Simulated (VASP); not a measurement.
# BN (F-43m) in VASP: single point with PBE

Aim: the single point of BN with PBE.

All numbers are computed with VASP 6.6.1; they aren't measurements. Logs are shortened: lines on timing, memory, paths and dates and some standing lists are left out, and cuts for length are marked.

## 1. The cell of the first run

The structure is cubic, space group F-43m (No. 216). Conventional cell: a = 3.624 Å, b = 3.624 Å, c = 3.624 Å, α = 90.00°, β = 90.00°, γ = 90.00°. Within 2.1 Å of B (site symmetry -43m) lie 4 N at 1.57 Å. Within 2.1 Å of N (site symmetry -43m) lie 4 B at 1.57 Å.

## 2. Single point, PBE

Input file INCAR:

```
PREC = Accurate
ENCUT = 600
EDIFF = 1E-6
ISMEAR = -1
SIGMA = 0.01
LREAL = Auto
LASPH = T
NELM = 120
ALGO = Normal
ISIF = 2
LWAVE = F
LCHARG = F
GGA = PE
NBANDS = 86
GGA_COMPAT = F
```

Input file KPOINTS:

```
regular mesh
0
Gamma
  1 1 1
```

Input file POSCAR:

```
BN
1.0
   -3.6241103800      3.6241103800     -3.6241103800
    3.6241103800      3.6241103800      3.6241103800
    3.6241103800     -3.6241103800     -3.6241103800
B N
16 16
Direct
    0.0000000000      0.0000000000      0.0000000000
    0.0000000000      0.2500000000      0.7500000000
    0.0000000000      0.5000000000      0.5000000000
    0.0000000000      0.7500000000      0.2500000000
    0.2500000000      0.0000000000      0.7500000000
    0.2500000000      0.2500000000      0.5000000000
    0.2500000000      0.5000000000      0.2500000000
    0.2500000000      0.7500000000      0.0000000000
    0.5000000000      0.0000000000      0.5000000000
    0.5000000000      0.2500000000      0.2500000000
    0.5000000000      0.5000000000      0.0000000000
    0.5000000000      0.7500000000      0.7500000000
    0.7500000000      0.0000000000      0.2500000000
    0.7500000000      0.2500000000      0.0000000000
    0.7500000000      0.5000000000      0.7500000000
    0.7500000000      0.7500000000      0.5000000000
    0.0000000000      0.0000000000      0.2500000000
    0.0000000000      0.2500000000      0.0000000000
    0.0000000000      0.5000000000      0.7500000000
    0.0000000000      0.7500000000      0.5000000000
    0.2500000000      0.0000000000      0.0000000000
    0.2500000000      0.2500000000      0.7500000000
    0.2500000000      0.5000000000      0.5000000000
    0.2500000000      0.7500000000      0.2500000000
    0.5000000000      0.0000000000      0.7500000000
    0.5000000000      0.2500000000      0.5000000000
    0.5000000000      0.5000000000      0.2500000000
    0.5000000000      0.7500000000      0.0000000000
    0.7500000000      0.0000000000      0.5000000000
    0.7500000000      0.2500000000      0.2500000000
    0.7500000000      0.5000000000      0.0000000000
    0.7500000000      0.7500000000      0.7500000000
```

Potentials or basis: VASP PAW PBE potentials, release 64 (B, N).

The run is started by

```sh
$ cat potpaw_PBE.64/B/POTCAR potpaw_PBE.64/N/POTCAR > POTCAR
$ mpirun -np 1 vasp_gam > vasp.out
```

OUTCAR:

```text
PREC = Accurate
   ENCUT = 600
   EDIFF = 1E-6
   ISMEAR = -1
   LREAL = Auto
   LASPH = T
   NELM = 120
   ISIF = 2
   GGA = PE

 ion  position               nearest neighbor table
   1  0.000  0.000  0.000-  17 1.57  18 1.57  21 1.57  32 1.57
   2  0.000  0.250  0.750-  18 1.57  19 1.57  22 1.57  29 1.57
   3  0.000  0.500  0.500-  19 1.57  20 1.57  23 1.57  30 1.57
   4  0.000  0.750  0.250-  17 1.57  20 1.57  24 1.57  31 1.57
   5  0.250  0.000  0.750-  20 1.57  21 1.57  22 1.57  25 1.57
   6  0.250  0.250  0.500-  17 1.57  22 1.57  23 1.57  26 1.57
[... 24 lines left out ...]
  31  0.750  0.500  0.000-   4 1.57  11 1.57  14 1.57  15 1.57
  32  0.750  0.750  0.750-   1 1.57  12 1.57  15 1.57  16 1.57

  LATTYP: Found a body centered cubic cell.
 ALAT       =     7.2482207600

  Lattice vectors:

 A1 = (  -3.6241103800,   3.6241103800,  -3.6241103800)
 A2 = (   3.6241103800,   3.6241103800,   3.6241103800)
 A3 = (   3.6241103800,  -3.6241103800,  -3.6241103800)

Analysis of symmetry for initial positions (statically):
=====================================================================
 Subroutine PRICEL returns following result:

  LATTYP: Found a face centered cubic cell.
 ALAT       =     3.6241103800

  Lattice vectors:

 A1 = (   1.8120551900,   0.0000000000,   1.8120551900)
 A2 = (   0.0000000000,  -1.8120551900,   1.8120551900)
 A3 = (   1.8120551900,  -1.8120551900,   0.0000000000)

  16 primitive cells build up your supercell.

 Routine SETGRP: Setting up the symmetry group for a
 body centered cubic supercell.

 Subroutine GETGRP returns: Found 24 space group operations
 (whereof 24 operations were pure point group operations)
 out of a pool of 48 trial point group operations.

The static configuration has the point symmetry T_d .

Analysis of symmetry for dynamics (positions and initial velocities):
=====================================================================
 Subroutine PRICEL returns following result:

  LATTYP: Found a face centered cubic cell.
 ALAT       =     3.6241103800

  Lattice vectors:

 A1 = (   1.8120551900,   0.0000000000,   1.8120551900)
 A2 = (   0.0000000000,  -1.8120551900,   1.8120551900)
 A3 = (   1.8120551900,  -1.8120551900,   0.0000000000)

  16 primitive cells build up your supercell.

 Routine SETGRP: Setting up the symmetry group for a
 body centered cubic supercell.

 Subroutine GETGRP returns: Found 24 space group operations
 (whereof 24 operations were pure point group operations)
 out of a pool of 48 trial point group operations.

The dynamic configuration has the point symmetry T_d .

 Subroutine INISYM returns: Found 24 space group operations
 (whereof 24 operations are pure point group operations),
 and found    16 'primitive' translations

----------------------------------------------------------------------------------------

                                     Primitive cell

  volume of cell :      11.8999

  direct lattice vectors                    reciprocal lattice vectors
     1.812055190  0.000000000  1.812055190     0.275929786  0.275929786  0.275929786
     0.000000000 -1.812055190  1.812055190    -0.275929786 -0.275929786  0.275929786
     1.812055190 -1.812055190  0.000000000     0.275929786 -0.275929786 -0.275929786

  length of vectors
     2.562633025  2.562633025  2.562633025     0.477924408  0.477924408  0.477924408

  position of ions in fractional coordinates (direct lattice)
     0.000000000  0.000000000  0.000000000
     0.750000000  0.750000000  0.750000000

  ion indices of the primitive-cell ions
   primitive index   ion index
                 1           1
                 2          17

----------------------------------------------------------------------------------------

 KPOINTS: regular mesh

Automatic generation of k-mesh.
 Grid dimensions read from file:
 generate k-points for:    1    1    1

 Generating k-lattice:

  Cartesian coordinates                     Fractional coordinates (reciprocal lattice)
     0.000000000  0.137964893 -0.137964893     1.000000000  0.000000000  0.000000000
     0.137964893  0.137964893  0.000000000     0.000000000  1.000000000  0.000000000
     0.137964893  0.000000000 -0.137964893     0.000000000  0.000000000  1.000000000

  Length of vectors
     0.195111823  0.195111823  0.195111823

  Shift w.r.t. Gamma in fractional coordinates (k-lattice)
     0.000000000  0.000000000  0.000000000

 Subroutine IBZKPT returns following result:
 ===========================================

 Found      1 irreducible k-points:

 Following reciprocal coordinates:
            Coordinates               Weight
  0.000000  0.000000  0.000000      1.000000
   k-points           NKPTS =      1   k-points in BZ     NKDIM =      1   number of bands    NBANDS=     86
   number of dos      NEDOS =    301   number of ions     NIONS =     32
   total plane-waves  NPLWV = 125000
   dimension x,y,z NGX =    50 NGY =   50 NGZ =   50
   dimension x,y,z NGXF=   100 NGYF=  100 NGZF=  100
   ions per type =              16  16
   NGX,Y,Z   is equivalent  to a cutoff of  13.24, 13.24, 13.24 a.u.
   NGXF,Y,Z  is equivalent  to a cutoff of  26.48, 26.48, 26.48 a.u.
 SYSTEM =  unknown system
   PREC   = accura    normal or accurate (medium, high low for compatibility)
   ISTART =      0    job   : 0-new  1-cont  2-samecut
   ICHARG =      2    charge: 1-file 2-atom 10-const
   ISPIN  =      1    spin polarized calculation?
   LNONCOLLINEAR =      F non collinear calculations
   LSORBIT =      F    spin-orbit coupling
   LASPH  =      T    aspherical Exc in radial PAW
   ENCUT  =  600.0 eV  44.10 Ry    6.64 a.u.  12.54 12.54 12.54*2*pi/ulx,y,z
   NELM   =    120;   NELMIN=  2; NELMDL= -5     # of ELM steps
   EDIFF  = 0.1E-05   stopping-criterion for ELM
   LREAL  =      T    real-space projection
   EDIFFG = 0.1E-04   stopping-criterion for IOM
   NSW    =      0    number of steps for IOM
   IBRION =     -1    ionic relax: 0-MD 1-quasi-New 2-CG
   NFREE  =      0    steps in history (QN), initial steepest desc. (CG)
   ISIF   =      2    stress and relaxation
   ISYM   =      2    0-nonsym 1-usesym 2-fastsym
   POTIM  = 0.5000    time-step for ionic-motion
   TEBEG  =    0.0;   TEEND  =   0.0 temperature during run
   PSTRESS=    0.0 pullay stress
   NELECT =     128.0000    total number of electrons
   NUPDOWN=      -1.0000    fix difference up-down
   EMIN   =  10.00;   EMAX   =-10.00  energy-range for DOS
   EFERMI =   0.00;   METHOD = LEGACY
   ISMEAR =    -1;   SIGMA  =   0.01  broadening in eV -4-tet -1-fermi 0-gaus
   EFERMI_NEDOS =   21; number of points for ismear=-14 and -15
   IALGO  =     38    algorithm
   IMIX   =      4    mixing-type and parameters
     AMIX     =   0.40;   BMIX     =  1.00
     AMIX_MAG =   1.60;   BMIX_MAG =  1.00
  volume/ion in A,a.u.               =       5.95        40.15
  Fermi-wavevector in a.u.,A,eV,Ry     =   1.434135  2.710122 27.983695  2.056744
  Thomas-Fermi vector in A             =   2.553577
   LORBIT       =      0    0 simple, 1 ext, 2 COOP (PROOUT), +10 PAW based schemes
   GGA     = PE    functional components
   LHFCALC =     F    Hartree Fock is set to
   AEXX    =    0.0000 exact exchange contribution
   IVDW    =     0    specifies the selected vdW correction
   LEPSILON=     F    determine dielectric tensor
   LRPA    =     F    only Hartree local field effects (RPA)
 non-spin polarized calculation
  energy-cutoff  :      600.00
  volume of cell :      190.40
 maximum number of plane-waves:      3182
 NGX is ok and might be reduce to    50
   NGX = 25   NGY = 25   NGZ = 25

 number of electron     127.9999961 magnetization

 Free energy of the ion-electron system (eV)
  ---------------------------------------------------
  ext. energy  EPLUGINS =         0.00000000
  ---------------------------------------------------
  free energy    TOTEN  =      -276.01453126 eV

  energy without entropy =     -276.01453126  energy(sigma->0) =     -276.01453126

 E-fermi :   7.6602     XC(G=0): -12.7623

 val. band max:        7.3914914342   @ k =   0.0000   0.0000   0.0000
 cond. band min:      11.7909939439   @ k =   0.0000   0.0000   0.0000
 fundamental gap:      4.3995025096
 Fermi energy:         7.6601575542

 k-point     1 :       0.0000    0.0000    0.0000
  band No.  band energies     occupation
      1     -12.7871      2.00000
      2      -9.1454      2.00000
      3      -9.1454      2.00000
      4      -9.1454      2.00000
      5      -9.1454      2.00000
      6      -9.1454      2.00000
[... 68 lines left out ...]
     75      17.0210      0.00000
     76      17.0210      0.00000
 [bands above 76 left out]

------------------------ aborting loop because EDIFF is reached ----------------------------------------

  FORCE on cell =-STRESS in cart. coord.  units (eV):
  Direction    XX          YY          ZZ          XY          YZ          ZX
  --------------------------------------------------------------------------------------
  -------------------------------------------------------------------------------------
  Total        3.0981234      3.0981234      3.0981234     -0.0000000      0.0000000      0.0000000
  in kB       26.0702415     26.0702415     26.0702415     -0.0000000      0.0000000      0.0000000
  external PRESSURE =      26.0702415 kB  Pullay stress =       0.0000000 kB

 VOLUME and BASIS-vectors are now :
 -----------------------------------------------------------------------------
  energy-cutoff  :      600.00
  volume of cell :      190.40
      direct lattice vectors                 reciprocal lattice vectors
    -3.624110380  3.624110380 -3.624110380     0.000000000  0.137964893 -0.137964893
     3.624110380  3.624110380  3.624110380     0.137964893  0.137964893  0.000000000
     3.624110380 -3.624110380 -3.624110380     0.137964893  0.000000000 -0.137964893

 POSITION                                       TOTAL-FORCE (eV/Angst)
 -----------------------------------------------------------------------------------
      0.00000      0.00000      0.00000        -0.000000     -0.000000      0.000000
      3.62411     -1.81206     -1.81206        -0.000000     -0.000000     -0.000000
      3.62411      0.00000      0.00000        -0.000000     -0.000000      0.000000
      3.62411      1.81206      1.81206        -0.000000     -0.000000      0.000000
      1.81206     -1.81206     -3.62411        -0.000000     -0.000000      0.000000
      1.81206      0.00000     -1.81206        -0.000000     -0.000000     -0.000000
[... 24 lines left out ...]
     -0.90603      4.53014     -0.90603         0.000000      0.000000     -0.000000
      2.71808      2.71808     -2.71808         0.000000      0.000000     -0.000000
 -----------------------------------------------------------------------------------
    total drift:                                0.000005      0.000005     -0.000005

  FREE ENERGIE OF THE ION-ELECTRON SYSTEM (eV)
  ---------------------------------------------------
  free  energy   TOTEN  =      -276.0145312637 eV

  energy  without entropy=     -276.0145312637  energy(sigma->0) =     -276.01453126
```

Wall time 20 s (1 thread of Intel Xeon 6975P-C (Granite Rapids), shared host); peak memory 0.32 GiB.

What came out:

```
Free energy            : -276.0145 eV
Pressure               : 2.6 GPa
Band gap on the k mesh : 4.40 eV
```

Caveat: the k points lie up to 1.23 Å⁻¹ apart; an odd mesh through Γ misses points on the zone boundary, where band edges can lie.
